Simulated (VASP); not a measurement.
# Si (C2/m) in VASP: further runs

Runs on Si. Level: LDA. Tasks: single point.

Program: VASP 6.6.1. These are calculated values, not measurements. Logs are shortened: lines on timing, memory, paths and dates and some standing lists are left out, and cuts for length are marked.

## Step 1: The cell of the first run

The structure is monoclinic, space group C2/m (No. 12). The conventional cell has a = 4.185 Å, b = 3.271 Å, c = 4.185 Å, α = 90.00°, β = 102.84°, γ = 90.00°. Within 3.3 Å of Si (site symmetry m) lie 13 Si at 2.44 to 3.27 Å.

## Step 2: Single point, LDA (atoms displaced along a vibrational mode)

Contents of INCAR:

```
  PREC = Accurate
  ENCUT = 520
  EDIFF = 1E-6
  ISMEAR = 0
  SIGMA = 0.15
  LREAL = False
  LASPH = True
  NELM = 100
  ALGO = Normal
  ISIF = 2
  LWAVE = False
  LCHARG = True
  GGA = CA
  LELF = True
  LVHAR = True
  NBANDS = 11
```

Contents of KPOINTS:

```
regular mesh
0
Gamma
  24 24 14
```

Contents of POSCAR:

```
Si
1.0
   -1.6356629409     -1.6356629409      1.3048122898
   -1.6356629409      1.6356629409      1.3048122898
   -3.2713258818      0.0000000000     -2.6096245796
Si
2
Direct
    0.5403359276      0.5403359276      0.5052557733
   -0.0403359276     -0.0403359276     -0.0052557733
```

Potentials or basis: VASP PAW LDA potentials, release 64 (Si).

The run is started by

```
$ cat potpaw_LDA.64/Si/POTCAR > POTCAR
$ mpirun -np 1 vasp_std > vasp.out
```

OUTCAR:

```text
PREC = Accurate
   ENCUT = 520
   EDIFF = 1E-6
   ISMEAR = 0
   LREAL = False
   LASPH = True
   NELM = 100
   ISIF = 2
   GGA = CA

 ion  position               nearest neighbor table
   1  0.540  0.540  0.505-   2 2.44   2 2.58   2 2.58   2 2.77   2 2.77   2 2.81   2 2.98
   2  0.960  0.960  0.995-   1 2.44   1 2.58   1 2.58   1 2.77   1 2.77   1 2.81   1 2.98

  LATTYP: Found a base centered monoclinic cell.
 ALAT       =     4.1846999261
 B/A-ratio  =     0.7817348770
 C/A-ratio  =     1.0000000000
 COS(beta)  =    -0.2222188357

  Lattice vectors:

 A1 = (   1.6356629409,   1.6356629409,  -1.3048122898)
 A2 = (   1.6356629409,  -1.6356629409,  -1.3048122898)
 A3 = (  -3.2713258818,   0.0000000000,  -2.6096245796)

Analysis of symmetry for initial positions (statically):
=====================================================================
 Subroutine PRICEL returns:
 Original cell was already a primitive cell.

 Routine SETGRP: Setting up the symmetry group for a
 base centered monoclinic supercell.

 Subroutine GETGRP returns: Found  4 space group operations
 (whereof  2 operations were pure point group operations)
 out of a pool of  4 trial point group operations.

The static configuration has the point symmetry C_1h.
 The point group associated with its full space group is C_2h.

Analysis of symmetry for dynamics (positions and initial velocities):
=====================================================================
 Subroutine PRICEL returns:
 Original cell was already a primitive cell.

 Routine SETGRP: Setting up the symmetry group for a
 base centered monoclinic supercell.

 Subroutine GETGRP returns: Found  4 space group operations
 (whereof  2 operations were pure point group operations)
 out of a pool of  4 trial point group operations.

The dynamic configuration has the point symmetry C_1h.
 The point group associated with its full space group is C_2h.

 Subroutine INISYM returns: Found  4 space group operations
 (whereof  2 operations are pure point group operations),
 and found     1 'primitive' translations

----------------------------------------------------------------------------------------

                                     Primitive cell

  volume of cell :      27.9271

  direct lattice vectors                    reciprocal lattice vectors
    -1.635662941 -1.635662941  1.304812290    -0.152843226 -0.305686451  0.191598441
[... 93 lines left out ...]
   ISYM   =      2    0-nonsym 1-usesym 2-fastsym
   POTIM  = 0.5000    time-step for ionic-motion
   TEBEG  =    0.0;   TEEND  =   0.0 temperature during run
   PSTRESS=    0.0 pullay stress
   NELECT =       8.0000    total number of electrons
   NUPDOWN=      -1.0000    fix difference up-down
   EMIN   =  10.00;   EMAX   =-10.00  energy-range for DOS
   EFERMI =   0.00;   METHOD = LEGACY
   ISMEAR =     0;   SIGMA  =   0.15  broadening in eV -4-tet -1-fermi 0-gaus
   EFERMI_NEDOS =   21; number of points for ismear=-14 and -15
   IALGO  =     38    algorithm
   IMIX   =      4    mixing-type and parameters
     AMIX     =   0.40;   BMIX     =  1.00
     AMIX_MAG =   1.60;   BMIX_MAG =  1.00
  volume/ion in A,a.u.               =      13.96        94.23
  Fermi-wavevector in a.u.,A,eV,Ry     =   1.079186  2.039366 15.845920  1.164642
  Thomas-Fermi vector in A             =   2.215144
   LORBIT       =      0    0 simple, 1 ext, 2 COOP (PROOUT), +10 PAW based schemes
   GGA     = CA    functional components
   LHFCALC =     F    Hartree Fock is set to
   AEXX    =    0.0000 exact exchange contribution
   IVDW    =     0    specifies the selected vdW correction
   LEPSILON=     F    determine dielectric tensor
   LRPA    =     F    only Hartree local field effects (RPA)
 non-spin polarized calculation
 Gauss-broadening in eV      SIGMA  =   0.15
  energy-cutoff  :      520.00
  volume of cell :       27.93
 maximum number of plane-waves:       770
   NGX =  9   NGY =  9   NGZ = 15

 number of electron       8.0000000 magnetization

 Free energy of the ion-electron system (eV)
  ---------------------------------------------------
  ext. energy  EPLUGINS =         0.00000000
  ---------------------------------------------------
  free energy    TOTEN  =       -11.11603656 eV

  energy without entropy =      -11.10693415  energy(sigma->0) =      -11.11148536

 E-fermi :  10.5211     XC(G=0): -11.3886

 val. band max:       10.5207677130   @ k =  -0.4167   0.1250   0.1429
 cond. band min:      10.5215972324   @ k =   0.2917   0.2500   0.3571
 fundamental gap:      0.0008295195
 Fermi energy:        10.5211383695

 k-point     1 :       0.0000    0.0000    0.0000
  band No.  band energies     occupation
      1      -4.1652      2.00000
      2       4.1285      2.00000
      3       4.5910      2.00000
      4      15.2982      0.00000
      5      16.7006      0.00000
      6      17.0025      0.00000
      7      19.2744      0.00000
      8      20.0779      0.00000
      9      20.3794      0.00000
     10      20.7988      0.00000
     11      23.2691      0.00000
[... 309 lines left out ...]
 k-point    24 :       0.4583    0.0417    0.0000
  band No.  band energies     occupation
      1       0.2507      2.00000
      2       2.4966      2.00000
      3       6.8365      2.00000
      4       8.9654      2.00000
      5      10.5134      1.05818
      6      12.5545      0.00000
      7      16.6907      0.00000
      8      18.1796      0.00000
      9      20.1260      0.00000
     10      21.5524      0.00000
     11      24.1534      0.00000

 [... further k-points ...]

------------------------ aborting loop because EDIFF is reached ----------------------------------------

  FORCE on cell =-STRESS in cart. coord.  units (eV):
  Direction    XX          YY          ZZ          XY          YZ          ZX
  --------------------------------------------------------------------------------------
  -------------------------------------------------------------------------------------
  Total        0.0466421      0.0717133      0.4577293      0.0000000      0.0000000      0.1941026
  in kB        2.6758602      4.1141936     26.2599333      0.0000000      0.0000000     11.1356669
  external PRESSURE =      11.0166624 kB  Pullay stress =       0.0000000 kB

 VOLUME and BASIS-vectors are now :
 -----------------------------------------------------------------------------
  energy-cutoff  :      520.00
  volume of cell :       27.93
      direct lattice vectors                 reciprocal lattice vectors
    -1.635662941 -1.635662941  1.304812290    -0.152843226 -0.305686451  0.191598441
    -1.635662941  1.635662941  1.304812290    -0.152843226  0.305686451  0.191598441
    -3.271325882  0.000000000 -2.609624580    -0.152843226  0.000000000 -0.191598441

 POSITION                                       TOTAL-FORCE (eV/Angst)
 -----------------------------------------------------------------------------------
     -3.42047      0.00000      0.09155         0.027462      0.000000     -0.126496
     -6.39351      0.00000     -0.09155        -0.027462      0.000000      0.126496
 -----------------------------------------------------------------------------------
    total drift:                                0.000000      0.000000      0.000000

  FREE ENERGIE OF THE ION-ELECTRON SYSTEM (eV)
  ---------------------------------------------------
  free  energy   TOTEN  =       -11.1160365614 eV

  energy  without entropy=      -11.1069341493  energy(sigma->0) =      -11.11148536
```

stdout:

```text
POSCAR found type information on POSCAR Si
 POSCAR found :  1 types and       2 ions
 scaLAPACK will be used
 LDA part: xc-table for (Slater(with rela. corr.)+CA(PZ))
 , standard interpolation
 POSCAR, INCAR and KPOINTS ok, starting setup
 FFT: planning ... GRIDC
 FFT: planning ... GRID_SOFT
 FFT: planning ... GRID
 WAVECAR not read
 entering main loop
```

Wall time 3.3 min (1 thread of AMD EPYC 9R45 (Zen 5), shared host); peak memory 0.52 GiB.

What came out:

| Quantity | Value |
| --- | --- |
| Free energy | -11.1160 eV |
| Pressure | 1.1 GPa |
| Largest force | 0.129 eV/Å |
| Band gap on the k mesh | zero (bands 4 and 5 overlap by 8.59 eV) |

Forces in eV/Å, atoms in the order of the input:
```
Si   0.027  0.000 -0.126
Si  -0.027  0.000  0.126
```

Stress tensor (GPa, compression positive):
```
0.27 0.00 1.11
0.00 0.41 0.00
1.11 0.00 2.63
```

Caveat: the cell differs from its parent crystal (atoms displaced along a vibrational mode).

## Step 3: Single point, LDA (atoms displaced along a vibrational mode)

Contents of INCAR:

```
SYSTEM = Si
PREC     = Accurate       ! precision mode
ENCUT    = 520            ! plane-wave cutoff, eV
EDIFF    = 1E-7           ! SCF threshold, eV
ISMEAR   = 0              ! smearing method
SIGMA    = 0.15           ! smearing width, eV
LREAL    = .FALSE.        ! projectors in reciprocal space
LASPH    = .TRUE.         ! aspherical terms in the spheres
NELM     = 60             ! most SCF steps
ALGO     = Normal         ! electronic algorithm
ISIF     = 2              ! what is computed and relaxed
LWAVE    = .FALSE.        ! write WAVECAR
LCHARG   = .TRUE.         ! write CHGCAR
LELF     = .TRUE.         ! ELF
LVHAR    = .TRUE.       
NBANDS   = 11             ! bands
```

Contents of KPOINTS:

```
regular mesh
0
G
  24 24 14
  0 0 0
```

Contents of POSCAR:

```
Si
1.0
   -1.6356629409     -1.6356629409      1.3048122898
   -1.6356629409      1.6356629409      1.3048122898
   -3.2713258818      0.0000000000     -2.6096245796
Si
2
Direct
    0.5288113769      0.5288113769      0.5037541238
   -0.0288113769     -0.0288113769     -0.0037541238
```

Potentials or basis: VASP PAW LDA potentials, release 64 (Si).

The run is started by

```
$ cat potpaw_LDA.64/Si/POTCAR > POTCAR
$ mpirun -np 1 vasp_std > vasp.out
```

Wall time 3.4 min (1 thread of AMD EPYC 9R45 (Zen 5), shared host); peak memory 0.52 GiB.

It converged, with:

| Property | Result |
| --- | --- |
| Free energy | -11.1239 eV |
| Pressure | 0.6 GPa |
| Largest force | 0.078 eV/Å |
| Band gap on the k mesh | zero (bands 4 and 5 overlap by 8.72 eV) |

Forces in eV/Å, atoms in the order of the input:
```
Si   0.037  0.000 -0.069
Si  -0.037  0.000  0.069
```

Stress tensor (GPa, compression positive):
```
0.09 0.00 0.58
0.00 0.28 0.00
0.58 0.00 1.36
```

Levels at points of the mesh, in eV from the Fermi level:
| k point | band 1 | band 2 | band 3 | band 4 | band 5 | band 6 | band 7 | band 8 | band 9 |
| --- | --- | --- | --- | --- | --- | --- | --- | --- | --- |
| (0.00, 0.00, 0.00) | -14.69 | -6.38 | -5.94 | 4.76 | 6.23 | 6.46 | 8.95 | 9.47 | 9.85 |
| (0.50, 0.00, 0.00) | -9.46 | -9.00 | -2.92 | -2.45 | 0.70 | 1.13 | 6.69 | 7.14 | 10.07 |
| (0.50, 0.50, 0.00) | -6.39 | -5.96 | -2.50 | -2.43 | -1.77 | 1.06 | 4.72 | 4.76 | 6.18 |
| (0.00, 0.00, 0.50) | -12.61 | -12.43 | 3.82 | 3.90 | 5.23 | 5.86 | 7.12 | 7.75 | 9.33 |
| (0.50, 0.00, 0.50) | -8.63 | -7.48 | -6.36 | -5.87 | 4.86 | 6.23 | 6.38 | 8.76 | 9.60 |
| (0.50, 0.50, 0.50) | -6.02 | -6.01 | -2.68 | -1.78 | -0.67 | -0.36 | 1.63 | 1.74 | 7.07 |

Caveat: the cell differs from its parent crystal (atoms displaced along a vibrational mode).
